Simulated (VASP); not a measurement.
# Sn (R-3m) in VASP: notebook

Runs on Sn. Level: PBEsol. Tasks: single point.

Program: VASP 6.6.1. These are calculated values, not measurements. Logs are shortened: lines on timing, memory, paths and dates and some standing lists are left out, and cuts for length are marked.

## Step 1: The cell of the first run

The structure is trigonal, space group R-3m (No. 166). The conventional cell has a = 4.636 Å, b = 4.636 Å, c = 11.018 Å, α = 90.00°, β = 90.00°, γ = 120.00°. Within 3.6 Å of Sn (site symmetry 3m) lie 4 Sn at 2.75 to 2.83 Å.

## Step 2: Single point, PBEsol (equal xy, yz and zx shear strains of -2 %)

The input, INCAR:

```
PREC     = Accurate       # precision mode
ENCUT    = 520            # plane-wave cutoff, eV
EDIFF    = 1E-6           # SCF threshold, eV
ISMEAR   = -1             # smearing method
SIGMA    = 0.05           # smearing width, eV
LREAL    = F              # projectors in reciprocal space
LASPH    = T              # aspherical terms in the spheres
NELM     = 80             # most SCF steps
ALGO     = Normal         # electronic algorithm
ISIF     = 2              # what is computed and relaxed
LWAVE    = F              # write WAVECAR
LCHARG   = F              # write CHGCAR
GGA      = PS             # functional
NBANDS   = 21             # bands
```

The input, KPOINTS:

```
regular mesh
0
Gamma
  11 11 11
```

The input, POSCAR:

```
Sn
1.0
   -0.0649120000      3.2131440000      3.2131440000
    3.2131440000     -0.0649120000      3.2131440000
    3.2131440000      3.2131440000     -0.0649120000
Sn
2
Direct
    0.5000000000      0.5000000000      0.5000000000
    0.7500000000      0.7500000000      0.7500000000
```

Potentials or basis: VASP PAW PBE potentials, release 64 (Sn_d).

Started as:

```
> cat potpaw_PBE.64/Sn_d/POTCAR > POTCAR
> mpirun -np 1 vasp_std > vasp.out
```

OUTCAR:

```text
PREC = Accurate
   ENCUT = 520
   EDIFF = 1E-6
   ISMEAR = -1
   LREAL = F
   LASPH = T
   NELM = 80
   ISIF = 2
   GGA = PS

 ion  position               nearest neighbor table
   1  0.500  0.500  0.500-   2 2.75   2 2.83   2 2.83   2 2.83
   2  0.750  0.750  0.750-   1 2.75   1 2.83   1 2.83   1 2.83

  LATTYP: Found a trigonal (rhomboedric) cell.
 ALAT       =     4.5445354325
 COS(alpha) =     0.4797000918

  Lattice vectors:

 A1 = (  -0.0649120000,   3.2131440000,   3.2131440000)
 A2 = (   3.2131440000,  -0.0649120000,   3.2131440000)
 A3 = (   3.2131440000,   3.2131440000,  -0.0649120000)

Analysis of symmetry for initial positions (statically):
=====================================================================
 Subroutine PRICEL returns:
 Original cell was already a primitive cell.

 Routine SETGRP: Setting up the symmetry group for a
 trigonal (rhombohedral) supercell.

 Subroutine GETGRP returns: Found 12 space group operations
 (whereof  6 operations were pure point group operations)
 out of a pool of 12 trial point group operations.

The static configuration has the point symmetry C_3v.
 The point group associated with its full space group is D_3d.

Analysis of symmetry for dynamics (positions and initial velocities):
=====================================================================
 Subroutine PRICEL returns:
 Original cell was already a primitive cell.

 Routine SETGRP: Setting up the symmetry group for a
 trigonal (rhombohedral) supercell.

 Subroutine GETGRP returns: Found 12 space group operations
 (whereof  6 operations were pure point group operations)
 out of a pool of 12 trial point group operations.

The dynamic configuration has the point symmetry C_3v.
 The point group associated with its full space group is D_3d.

 Subroutine INISYM returns: Found 12 space group operations
 (whereof  6 operations are pure point group operations),
 and found     1 'primitive' translations

----------------------------------------------------------------------------------------

                                     Primitive cell

  volume of cell :      68.3571

  direct lattice vectors                    reciprocal lattice vectors
    -0.064912000  3.213144000  3.213144000    -0.150973003  0.154085849  0.154085849
     3.213144000 -0.064912000  3.213144000     0.154085849 -0.150973003  0.154085849
     3.213144000  3.213144000 -0.064912000     0.154085849  0.154085849 -0.150973003

  length of vectors
     4.544535432  4.544535432  4.544535432     0.265099501  0.265099501  0.265099501

  position of ions in fractional coordinates (direct lattice)
     0.500000000  0.500000000  0.500000000
     0.750000000  0.750000000  0.750000000

  ion indices of the primitive-cell ions
   primitive index   ion index
                 1           1
                 2           2

----------------------------------------------------------------------------------------

 KPOINTS: regular mesh

Automatic generation of k-mesh.
 Grid dimensions read from file:
 generate k-points for:   11   11   11

 Generating k-lattice:

  Cartesian coordinates                     Fractional coordinates (reciprocal lattice)
    -0.013724818  0.014007804  0.014007804     0.090909091  0.000000000  0.000000000
     0.014007804 -0.013724818  0.014007804     0.000000000  0.090909091  0.000000000
     0.014007804  0.014007804 -0.013724818     0.000000000  0.000000000  0.090909091

  Length of vectors
     0.024099955  0.024099955  0.024099955

  Shift w.r.t. Gamma in fractional coordinates (k-lattice)
     0.000000000  0.000000000  0.000000000

 Subroutine IBZKPT returns following result:
 ===========================================

 Found    146 irreducible k-points:

 Following reciprocal coordinates:
            Coordinates               Weight
  0.000000  0.000000  0.000000      1.000000
  0.090909  0.000000  0.000000      6.000000
  0.181818  0.000000  0.000000      6.000000
  0.272727  0.000000 -0.000000      6.000000
  0.363636  0.000000  0.000000      6.000000
  0.454545  0.000000  0.000000      6.000000
[... 16 lines left out ...]
 -0.272727  0.181818  0.000000     12.000000
 -0.181818  0.181818  0.000000      6.000000
 [... further k-points ...]
   k-points           NKPTS =    146   k-points in BZ     NKDIM =    146   number of bands    NBANDS=     21
   number of dos      NEDOS =    301   number of ions     NIONS =      2
   total plane-waves  NPLWV =  46656
   dimension x,y,z NGX =    36 NGY =   36 NGZ =   36
   dimension x,y,z NGXF=    72 NGYF=   72 NGZF=   72
   ions per type =               2
   NGX,Y,Z   is equivalent  to a cutoff of  13.17, 13.17, 13.17 a.u.
   NGXF,Y,Z  is equivalent  to a cutoff of  26.34, 26.34, 26.34 a.u.
 SYSTEM =  unknown system
   PREC   = accura    normal or accurate (medium, high low for compatibility)
   ISTART =      0    job   : 0-new  1-cont  2-samecut
   ICHARG =      2    charge: 1-file 2-atom 10-const
   ISPIN  =      1    spin polarized calculation?
   LNONCOLLINEAR =      F non collinear calculations
   LSORBIT =      F    spin-orbit coupling
   LASPH  =      T    aspherical Exc in radial PAW
   ENCUT  =  520.0 eV  38.22 Ry    6.18 a.u.   8.45  8.45  8.45*2*pi/ulx,y,z
   NELM   =     80;   NELMIN=  2; NELMDL= -5     # of ELM steps
   EDIFF  = 0.1E-05   stopping-criterion for ELM
   LREAL  =      F    real-space projection
   EDIFFG = 0.1E-04   stopping-criterion for IOM
   NSW    =      0    number of steps for IOM
   IBRION =     -1    ionic relax: 0-MD 1-quasi-New 2-CG
   NFREE  =      0    steps in history (QN), initial steepest desc. (CG)
   ISIF   =      2    stress and relaxation
   ISYM   =      2    0-nonsym 1-usesym 2-fastsym
   POTIM  = 0.5000    time-step for ionic-motion
   TEBEG  =    0.0;   TEEND  =   0.0 temperature during run
   PSTRESS=    0.0 pullay stress
   NELECT =      28.0000    total number of electrons
   NUPDOWN=      -1.0000    fix difference up-down
   EMIN   =  10.00;   EMAX   =-10.00  energy-range for DOS
   EFERMI =   0.00;   METHOD = LEGACY
   ISMEAR =    -1;   SIGMA  =   0.05  broadening in eV -4-tet -1-fermi 0-gaus
   EFERMI_NEDOS =   21; number of points for ismear=-14 and -15
   IALGO  =     38    algorithm
   IMIX   =      4    mixing-type and parameters
     AMIX     =   0.40;   BMIX     =  1.00
     AMIX_MAG =   1.60;   BMIX_MAG =  1.00
  volume/ion in A,a.u.               =      34.18       230.65
  Fermi-wavevector in a.u.,A,eV,Ry     =   1.215811  2.297551 20.112099  1.478198
  Thomas-Fermi vector in A             =   2.351186
   LORBIT       =      0    0 simple, 1 ext, 2 COOP (PROOUT), +10 PAW based schemes
   GGA     = PS    functional components
   LHFCALC =     F    Hartree Fock is set to
   AEXX    =    0.0000 exact exchange contribution
   IVDW    =     0    specifies the selected vdW correction
   LEPSILON=     F    determine dielectric tensor
   LRPA    =     F    only Hartree local field effects (RPA)
 non-spin polarized calculation
  energy-cutoff  :      520.00
  volume of cell :       68.36
 maximum number of plane-waves:      1861
 NGX is ok and might be reduce to    36
   NGX = 17   NGY = 17   NGZ = 17

 number of electron      27.9999996 magnetization

 Free energy of the ion-electron system (eV)
  ---------------------------------------------------
  ext. energy  EPLUGINS =         0.00000000
  ---------------------------------------------------
  free energy    TOTEN  =        -8.44689861 eV

  energy without entropy =       -8.44523985  energy(sigma->0) =       -8.44606923

 E-fermi :   5.4724     XC(G=0):  -9.0641

 val. band max:        5.4217945961   @ k =   0.0909   0.0000   0.0000
 cond. band min:       5.4893947115   @ k =   0.4545   0.0000   0.0000
 fundamental gap:      0.0676001154
 Fermi energy:         5.4723953496

 k-point     1 :       0.0000    0.0000    0.0000
  band No.  band energies     occupation
      1     -16.1554      2.00000
      2     -16.0992      2.00000
      3     -16.0992      2.00000
      4     -16.0576      2.00000
      5     -16.0576      2.00000
      6     -15.7596      2.00000
[... 13 lines left out ...]
     20      13.4600      0.00000
     21      13.4600      0.00000

 k-point     2 :       0.0909    0.0000    0.0000
  band No.  band energies     occupation
      1     -16.1590      2.00000
      2     -16.1071      2.00000
      3     -16.0981      2.00000
      4     -16.0503      2.00000
      5     -16.0482      2.00000
      6     -15.7678      2.00000
[... 13 lines left out ...]
     20      12.7254      0.00000
     21      12.8545      0.00000

 k-point     3 :       0.1818    0.0000    0.0000
  band No.  band energies     occupation
      1     -16.1664      2.00000
      2     -16.1199      2.00000
      3     -16.0947      2.00000
      4     -16.0338      2.00000
      5     -16.0318      2.00000
      6     -15.7803      2.00000
[... 13 lines left out ...]
     20      12.2604      0.00000
     21      12.4691      0.00000

 k-point     4 :       0.2727    0.0000   -0.0000
  band No.  band energies     occupation
      1     -16.1732      2.00000
      2     -16.1301      2.00000
      3     -16.0895      2.00000
      4     -16.0183      2.00000
      5     -16.0159      2.00000
      6     -15.7895      2.00000
[... 13 lines left out ...]
     20      12.3030      0.00000
     21      12.5970      0.00000

 k-point     5 :       0.3636    0.0000    0.0000
  band No.  band energies     occupation
      1     -16.1774      2.00000
      2     -16.1362      2.00000
      3     -16.0845      2.00000
      4     -16.0105      2.00000
      5     -16.0021      2.00000
      6     -15.7979      2.00000
[... 13 lines left out ...]
     20      12.8888      0.00000
     21      13.2865      0.00000
[... 382 lines left out ...]
     20      13.5741      0.00000
     21      14.0347      0.00000

 k-point    22 :      -0.3636    0.1818    0.0000
  band No.  band energies     occupation
      1     -16.1920      2.00000
      2     -16.1582      2.00000
      3     -16.0453      2.00000
      4     -15.9915      2.00000
      5     -15.9678      2.00000
      6     -15.8355      2.00000
[... 13 lines left out ...]
     20      12.8099      0.00000
     21      13.7073      0.00000

 k-point    23 :      -0.2727    0.1818    0.0000
  band No.  band energies     occupation
      1     -16.1899      2.00000
      2     -16.1507      2.00000
      3     -16.0523      2.00000
      4     -16.0091      2.00000
      5     -15.9772      2.00000
      6     -15.8280      2.00000
[... 13 lines left out ...]
     20      12.9268      0.00000
     21      14.3537      0.00000

 k-point    24 :      -0.1818    0.1818    0.0000
  band No.  band energies     occupation
      1     -16.1836      2.00000
      2     -16.1383      2.00000
      3     -16.0705      2.00000
      4     -16.0214      2.00000
      5     -15.9956      2.00000
      6     -15.8126      2.00000
[... 13 lines left out ...]
     20      12.8961      0.00000
     21      13.1768      0.00000

 [... further k-points ...]

------------------------ aborting loop because EDIFF is reached ----------------------------------------

  FORCE on cell =-STRESS in cart. coord.  units (eV):
  Direction    XX          YY          ZZ          XY          YZ          ZX
  --------------------------------------------------------------------------------------
  -------------------------------------------------------------------------------------
  Total        0.4356999      0.4356999      0.4356999      0.4660914      0.4660914      0.4660914
  in kB       10.2120808     10.2120808     10.2120808     10.9244068     10.9244068     10.9244068
  external PRESSURE =      10.2120808 kB  Pullay stress =       0.0000000 kB

 VOLUME and BASIS-vectors are now :
 -----------------------------------------------------------------------------
  energy-cutoff  :      520.00
  volume of cell :       68.36
      direct lattice vectors                 reciprocal lattice vectors
    -0.064912000  3.213144000  3.213144000    -0.150973003  0.154085849  0.154085849
     3.213144000 -0.064912000  3.213144000     0.154085849 -0.150973003  0.154085849
     3.213144000  3.213144000 -0.064912000     0.154085849  0.154085849 -0.150973003

 POSITION                                       TOTAL-FORCE (eV/Angst)
 -----------------------------------------------------------------------------------
      3.18069      3.18069      3.18069        -0.200697     -0.200697     -0.200697
      4.77103      4.77103      4.77103         0.200697      0.200697      0.200697
 -----------------------------------------------------------------------------------
    total drift:                                0.000000      0.000000      0.000000

  FREE ENERGIE OF THE ION-ELECTRON SYSTEM (eV)
  ---------------------------------------------------
  free  energy   TOTEN  =        -8.4468986075 eV

  energy  without entropy=       -8.4452398517  energy(sigma->0) =       -8.44606923
```

Wall time 87 s (1 thread of AMD EPYC 9R45 (Zen 5), shared host); peak memory 0.28 GiB.

Results:

```yaml
Free_energy: -8.4469 eV
Pressure: 1.0 GPa
Largest_force: 0.348 eV/Å
Band_gap_on_the_k_mesh: zero (bands 14 and 15 overlap by 0.30 eV)
```

Forces in eV/Å, atoms in the order of the input:
```
Sn  -0.201 -0.201 -0.201
Sn   0.201  0.201  0.201
```

Levels at points of the mesh, in eV from the Fermi level:
| k point | band 11 | band 12 | band 13 | band 14 | band 15 | band 16 | band 17 | band 18 |
| --- | --- | --- | --- | --- | --- | --- | --- | --- |
| (0.00, 0.00, 0.00) | -10.62 | -0.71 | 0.09 | 0.09 | 0.11 | 2.04 | 2.04 | 2.44 |

Caveat: the cell differs from its parent crystal (equal xy, yz and zx shear strains of -2 %); the PAW data sets were made with another functional, which shifts forces and pressure a little; spin-orbit coupling is left out, which moves the levels of the heavy elements.

[end of part 1 of 2]

The gap in the log of VASP goes by the Fermi energy; the results here count the filled bands.